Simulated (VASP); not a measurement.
# Ta (Fm-3m) in VASP: notebook

Runs on Ta. Level: BLYP. Tasks: single point.

Everything below comes from runs of VASP 6.6.1. Logs are shortened: lines on timing, memory, paths and dates and some standing lists are left out, and cuts for length are marked.

## 1. The cell of the first run

It takes space group Fm-3m (No. 225, cubic). Conventional cell: a = 4.207 Å, b = 4.207 Å, c = 4.207 Å, α = 90.00°, β = 90.00°, γ = 90.00°. Within 3.9 Å of Ta (site symmetry m-3m) lie 12 Ta at 2.97 Å.

## 2. Single point, BLYP (volume scaled by 0.96)

Contents of INCAR:

```
SYSTEM = Ta
PREC = Accurate
ENCUT = 520
EDIFF = 1E-7
ISMEAR = -1
SIGMA = 0.1
LREAL = .False.
LASPH = .True.
NELM = 80
ALGO = Normal
ISIF = 2
LWAVE = .False.
LCHARG = .True.
GGA = B5
ALDAX = 1.0
AGGAX = 1.0
AGGAC = 1.0
ALDAC = 0.0
LELF = .True.
LVHAR = .True.
NBANDS = 12
```

Contents of KPOINTS:

```
regular mesh
0
Gamma
  14 14 14
  0 0 0
```

Contents of POSCAR:

```
Ta
1.0
    0.0000000000      2.1036355197      2.1036355197
    2.1036355197      0.0000000000      2.1036355197
    2.1036355197      2.1036355197      0.0000000000
Ta
1
Direct
    0.0000000000      0.0000000000      0.0000000000
```

Potentials or basis: VASP PAW PBE potentials, release 64 (Ta_pv).

The run is started by

```console
cat potpaw_PBE.64/Ta_pv/POTCAR > POTCAR
mpirun -np 1 vasp_std > vasp.out
```

OUTCAR:

```text
SYSTEM = Ta
   PREC = Accurate
   ENCUT = 520
   EDIFF = 1E-7
   ISMEAR = -1
   LREAL = .False.
   LASPH = .True.
   NELM = 80
   ISIF = 2
   GGA = B5

 ion  position               nearest neighbor table
   1  0.000  0.000  0.000-

  LATTYP: Found a face centered cubic cell.
 ALAT       =     4.2072710394

  Lattice vectors:

 A1 = (   0.0000000000,   2.1036355197,   2.1036355197)
 A2 = (   2.1036355197,   0.0000000000,   2.1036355197)
 A3 = (   2.1036355197,   2.1036355197,   0.0000000000)

Analysis of symmetry for initial positions (statically):
=====================================================================
 Subroutine PRICEL returns:
 Original cell was already a primitive cell.

 Routine SETGRP: Setting up the symmetry group for a
 face centered cubic supercell.

 Subroutine GETGRP returns: Found 48 space group operations
 (whereof 48 operations were pure point group operations)
 out of a pool of 48 trial point group operations.

The static configuration has the point symmetry O_h .

Analysis of symmetry for dynamics (positions and initial velocities):
=====================================================================
 Subroutine PRICEL returns:
 Original cell was already a primitive cell.

 Routine SETGRP: Setting up the symmetry group for a
 face centered cubic supercell.

 Subroutine GETGRP returns: Found 48 space group operations
 (whereof 48 operations were pure point group operations)
 out of a pool of 48 trial point group operations.

The dynamic configuration has the point symmetry O_h .

 Subroutine INISYM returns: Found 48 space group operations
 (whereof 48 operations are pure point group operations),
 and found     1 'primitive' translations

----------------------------------------------------------------------------------------

                                     Primitive cell

  volume of cell :      18.6184

  direct lattice vectors                    reciprocal lattice vectors
     0.000000000  2.103635520  2.103635520    -0.237683760  0.237683760  0.237683760
     2.103635520  0.000000000  2.103635520     0.237683760 -0.237683760  0.237683760
     2.103635520  2.103635520  0.000000000     0.237683760  0.237683760 -0.237683760

  length of vectors
     2.974989882  2.974989882  2.974989882     0.411680348  0.411680348  0.411680348

  position of ions in fractional coordinates (direct lattice)
     0.000000000  0.000000000  0.000000000

  ion indices of the primitive-cell ions
   primitive index   ion index
                 1           1

----------------------------------------------------------------------------------------

 KPOINTS: regular mesh

Automatic generation of k-mesh.
 Grid dimensions read from file:
 generate k-points for:   14   14   14

 Generating k-lattice:

  Cartesian coordinates                     Fractional coordinates (reciprocal lattice)
    -0.016977411  0.016977411  0.016977411     0.071428571  0.000000000  0.000000000
     0.016977411 -0.016977411  0.016977411     0.000000000  0.071428571  0.000000000
     0.016977411  0.016977411 -0.016977411     0.000000000  0.000000000  0.071428571

  Length of vectors
     0.029405739  0.029405739  0.029405739

  Shift w.r.t. Gamma in fractional coordinates (k-lattice)
     0.000000000  0.000000000  0.000000000

 Subroutine IBZKPT returns following result:
 ===========================================

 Found    104 irreducible k-points:

 Following reciprocal coordinates:
            Coordinates               Weight
  0.000000  0.000000  0.000000      1.000000
  0.071429  0.000000  0.000000      8.000000
  0.142857  0.000000  0.000000      8.000000
  0.214286  0.000000  0.000000      8.000000
  0.285714  0.000000  0.000000      8.000000
  0.357143  0.000000  0.000000      8.000000
[... 16 lines left out ...]
  0.214286  0.142857  0.000000     24.000000
  0.285714  0.142857  0.000000     24.000000
 [... further k-points ...]
   k-points           NKPTS =    104   k-points in BZ     NKDIM =    104   number of bands    NBANDS=     12
   number of dos      NEDOS =    301   number of ions     NIONS =      1
   total plane-waves  NPLWV =  13824
   dimension x,y,z NGX =    24 NGY =   24 NGZ =   24
   dimension x,y,z NGXF=    48 NGYF=   48 NGZF=   48
   ions per type =               1
   NGX,Y,Z   is equivalent  to a cutoff of  13.41, 13.41, 13.41 a.u.
   NGXF,Y,Z  is equivalent  to a cutoff of  26.82, 26.82, 26.82 a.u.
 SYSTEM =  Ta
   PREC   = accura    normal or accurate (medium, high low for compatibility)
   ISTART =      0    job   : 0-new  1-cont  2-samecut
   ICHARG =      2    charge: 1-file 2-atom 10-const
   ISPIN  =      1    spin polarized calculation?
   LNONCOLLINEAR =      F non collinear calculations
   LSORBIT =      F    spin-orbit coupling
   LASPH  =      T    aspherical Exc in radial PAW
   ENCUT  =  520.0 eV  38.22 Ry    6.18 a.u.   5.53  5.53  5.53*2*pi/ulx,y,z
   NELM   =     80;   NELMIN=  2; NELMDL= -5     # of ELM steps
   EDIFF  = 0.1E-06   stopping-criterion for ELM
   LREAL  =      F    real-space projection
   EDIFFG = 0.1E-05   stopping-criterion for IOM
   NSW    =      0    number of steps for IOM
   IBRION =     -1    ionic relax: 0-MD 1-quasi-New 2-CG
   NFREE  =      0    steps in history (QN), initial steepest desc. (CG)
   ISIF   =      2    stress and relaxation
   ISYM   =      2    0-nonsym 1-usesym 2-fastsym
   POTIM  = 0.5000    time-step for ionic-motion
   TEBEG  =    0.0;   TEEND  =   0.0 temperature during run
   PSTRESS=    0.0 pullay stress
   NELECT =      11.0000    total number of electrons
   NUPDOWN=      -1.0000    fix difference up-down
   EMIN   =  10.00;   EMAX   =-10.00  energy-range for DOS
   EFERMI =   0.00;   METHOD = LEGACY
   ISMEAR =    -1;   SIGMA  =   0.10  broadening in eV -4-tet -1-fermi 0-gaus
   EFERMI_NEDOS =   21; number of points for ismear=-14 and -15
   IALGO  =     38    algorithm
   IMIX   =      4    mixing-type and parameters
     AMIX     =   0.40;   BMIX     =  1.00
     AMIX_MAG =   1.60;   BMIX_MAG =  1.00
  volume/ion in A,a.u.               =      18.62       125.64
  Fermi-wavevector in a.u.,A,eV,Ry     =   1.373700  2.595917 25.674897  1.887052
  Thomas-Fermi vector in A             =   2.499193
   LORBIT       =      0    0 simple, 1 ext, 2 COOP (PROOUT), +10 PAW based schemes
   GGA     = B5    functional components
   LHFCALC =     F    Hartree Fock is set to
   AEXX    =    0.0000 exact exchange contribution
   IVDW    =     0    specifies the selected vdW correction
   LEPSILON=     F    determine dielectric tensor
   LRPA    =     F    only Hartree local field effects (RPA)
 non-spin polarized calculation
  energy-cutoff  :      520.00
  volume of cell :       18.62
 maximum number of plane-waves:       531
 NGX is ok and might be reduce to    24
   NGX = 11   NGY = 11   NGZ = 11

 number of electron      11.0000001 magnetization

 Free energy of the ion-electron system (eV)
  ---------------------------------------------------
  ext. energy  EPLUGINS =         0.00000000
  ---------------------------------------------------
  free energy    TOTEN  =       -10.06151351 eV

  energy without entropy =      -10.01940781  energy(sigma->0) =      -10.04046066

 E-fermi :   6.1755     XC(G=0): -11.8351

 val. band max:        6.1601613657   @ k =  -0.4286   0.2143   0.0714
 cond. band min:       6.2108460786   @ k =   0.3571   0.2143   0.0714
 fundamental gap:      0.0506847130
 Fermi energy:         6.1755249769

 k-point     1 :       0.0000    0.0000    0.0000
  band No.  band energies     occupation
      1     -27.3117      2.00000
      2     -27.3117      2.00000
      3     -27.3117      2.00000
      4      -1.8497      2.00000
      5       6.5062      0.07071
      6       6.5062      0.07071
      7       6.5062      0.07071
      8       9.5017      0.00000
      9       9.5017      0.00000
     10      18.7494      0.00000
     11      19.7116      0.00000
     12      23.7305      0.00000

 k-point     2 :       0.0714    0.0000    0.0000
  band No.  band energies     occupation
      1     -27.3685      2.00000
      2     -27.3189      2.00000
      3     -27.3189      2.00000
      4      -1.6418      2.00000
      5       6.3347      0.33835
      6       6.6038      0.02723
      7       6.6038      0.02723
      8       9.4097      0.00000
      9       9.4097      0.00000
     10      19.1774      0.00000
     11      19.7111      0.00000
     12      22.7520      0.00000

 k-point     3 :       0.1429    0.0000    0.0000
  band No.  band energies     occupation
      1     -27.5251      2.00000
      2     -27.3389      2.00000
      3     -27.3389      2.00000
      4      -1.0543      2.00000
      5       5.9307      1.84092
      6       6.8288      0.00290
      7       6.8288      0.00290
      8       9.2497      0.00000
      9       9.2497      0.00000
     10      19.7080      0.00000
     11      20.1438      0.00000
     12      21.3999      0.00000
[... 286 lines left out ...]
 k-point    23 :       0.2143    0.1429    0.0000
  band No.  band energies     occupation
      1     -27.6623      2.00000
      2     -27.4222      2.00000
      3     -27.4136      2.00000
      4      -0.1353      2.00000
      5       5.1011      1.99996
      6       7.2185      0.00006
      7       7.4798      0.00000
      8       8.1036      0.00000
      9      10.0751      0.00000
     10      19.7079      0.00000
     11      21.5789      0.00000
     12      22.1887      0.00000

 k-point    24 :       0.2857    0.1429    0.0000
  band No.  band energies     occupation
      1     -27.8564      2.00000
      2     -27.4581      2.00000
      3     -27.4474      2.00000
      4       0.7159      2.00000
      5       4.8052      2.00000
      6       6.6687      0.01432
      7       7.5914      0.00000
      8       8.8649      0.00000
      9      10.4956      0.00000
     10      19.6956      0.00000
     11      20.3690      0.00000
     12      23.2391      0.00000

 [... further k-points ...]
[... 5 lines left out ...]
  --------------------------------------------------------------------------------------
  -------------------------------------------------------------------------------------
  Total        1.0290295      1.0290295      1.0290295      0.0000000      0.0000000     -0.0000000
  in kB       88.5517014     88.5517014     88.5517014      0.0000000      0.0000000     -0.0000000
  external PRESSURE =      88.5517014 kB  Pullay stress =       0.0000000 kB

 VOLUME and BASIS-vectors are now :
 -----------------------------------------------------------------------------
  energy-cutoff  :      520.00
  volume of cell :       18.62
      direct lattice vectors                 reciprocal lattice vectors
     0.000000000  2.103635520  2.103635520    -0.237683760  0.237683760  0.237683760
     2.103635520  0.000000000  2.103635520     0.237683760 -0.237683760  0.237683760
     2.103635520  2.103635520  0.000000000     0.237683760  0.237683760 -0.237683760

 POSITION                                       TOTAL-FORCE (eV/Angst)
 -----------------------------------------------------------------------------------
      0.00000      0.00000      0.00000         0.000000      0.000000      0.000000
 -----------------------------------------------------------------------------------
    total drift:                                0.000000      0.000000     -0.000000

  FREE ENERGIE OF THE ION-ELECTRON SYSTEM (eV)
  ---------------------------------------------------
  free  energy   TOTEN  =       -10.0615135149 eV

  energy  without entropy=      -10.0194078054  energy(sigma->0) =      -10.04046066
```

Run time: 12 s. Hardware: 1 thread of Intel Xeon Platinum 8488C (Sapphire Rapids), shared host; peak memory 0.15 GiB.

Results:

| Property | Result |
| --- | --- |
| Free energy | -10.0615 eV |
| Pressure | 8.9 GPa |

Levels at points of the mesh, in eV from the Fermi level:
```csv
k point,band 3,band 4,band 5,band 6,band 7,band 8
"(0.00, 0.00, 0.00)",-33.49,-8.03,0.33,0.33,0.33,3.33
"(0.50, 0.00, 0.00)",-33.63,-4.65,0.12,0.12,0.96,5.67
"(0.50, 0.50, 0.00)",-33.87,-4.41,-3.45,3.14,5.66,6.36
```

Caveat: the cell differs from its parent crystal (volume scaled by 0.96); the PAW data sets were made with another functional, which shifts forces and pressure a little; spin-orbit coupling is left out, which moves the levels of the heavy elements.

## 3. Single point, BLYP

This run uses another cell than the first one, of 19.39 Å³/atom, 1.042 times its volume.

Contents of INCAR:

```
AGGAC = 1.0
AGGAX = 1.0
ALDAC = 0.0
ALDAX = 1.0
ALGO = Normal
EDIFF = 1E-7
ENCUT = 520
GGA = B5
ISIF = 2
ISMEAR = -1
LASPH = True
LCHARG = False
LREAL = False
LWAVE = False
NBANDS = 12
NELM = 80
PREC = Accurate
SIGMA = 0.1
```

Contents of KPOINTS:

```
k-points
0
Gamma
  14 14 14
```

Contents of POSCAR:

```
Ta
1.0
    0.0000000000      2.1324560260      2.1324560260
    2.1324560260      0.0000000000      2.1324560260
    2.1324560260      2.1324560260      0.0000000000
Ta
1
Direct
    0.0000000000      0.0000000000      0.0000000000
```

Potentials or basis: VASP PAW PBE potentials, release 64 (Ta_pv).

The run is started by

```console
cat potpaw_PBE.64/Ta_pv/POTCAR > POTCAR
mpirun -np 1 vasp_std > vasp.out
```

Run time: 12 s. Hardware: 1 thread of Intel Xeon Platinum 8488C (Sapphire Rapids), shared host; peak memory 0.14 GiB.

Results (log left out):

```
Free energy : -10.0847 eV
Pressure    : 0.9 GPa
```

Levels at points of the mesh, in eV from the Fermi level:
| k point | band 2 | band 3 | band 4 | band 5 | band 6 | band 7 | band 8 | band 9 |
| --- | --- | --- | --- | --- | --- | --- | --- | --- |
| (0.00, 0.00, 0.00) | -33.62 | -33.62 | -7.85 | 0.35 | 0.35 | 0.35 | 3.18 | 3.18 |
| (0.50, 0.00, 0.00) | -33.75 | -33.75 | -4.47 | 0.15 | 0.15 | 0.83 | 5.39 | 5.39 |
| (0.50, 0.50, 0.00) | -33.96 | -33.96 | -4.18 | -3.25 | 2.91 | 5.37 | 6.03 | 6.03 |

Caveat: the PAW data sets were made with another functional, which shifts forces and pressure a little; spin-orbit coupling is left out, which moves the levels of the heavy elements.
